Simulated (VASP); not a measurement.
GaP, 2 atoms in the cell. Symmetry: F-43m, No. 216, cubic system. Conventional cell: a = 5.505 Å, b = 5.505 Å, c = 5.505 Å, α = 90.00°, β = 90.00°, γ = 90.00°. Ga (site symmetry -43m) has 4 P at 2.38 Å within 3.1 Å. P (site symmetry -43m) has 4 Ga at 2.38 Å within 3.1 Å. 

| Quantity | Value |
| --- | --- |
| Program | VASP 6.6.1 |
| Task | single point |
| Functional | PBE |
| Potentials or basis | VASP PAW PBE potentials, release 64 (Ga_d, P) |
| Cutoff | 500 eV |
| k mesh | 8 × 8 × 8 |
| Occupations | gaussian, width 0.02 eV |
| Spin | no spin polarisation |
| Dipole correction | no |
| Further INCAR settings | ALGO = Normal; EDIFF = 1e-06; NBANDS = 16 |

Potentials or basis: VASP PAW PBE potentials, release 64 (Ga_d, P).

Launch:

```bash
$ cat potpaw_PBE.64/Ga_d/POTCAR potpaw_PBE.64/P/POTCAR > POTCAR
$ mpirun -np 1 vasp_std > vasp.out
```

Hardware: 1 thread of AMD EPYC 9R45 96-Core Processor (Zen 5), with other jobs on the host.

Q: Estimate the wall time of this run.

A: It took 11 s on 1 thread of AMD EPYC 9R45 96-Core Processor (Zen 5), with other jobs on the host, peak memory 0.13 GiB. Counts: scf iterations 12, k points 29.
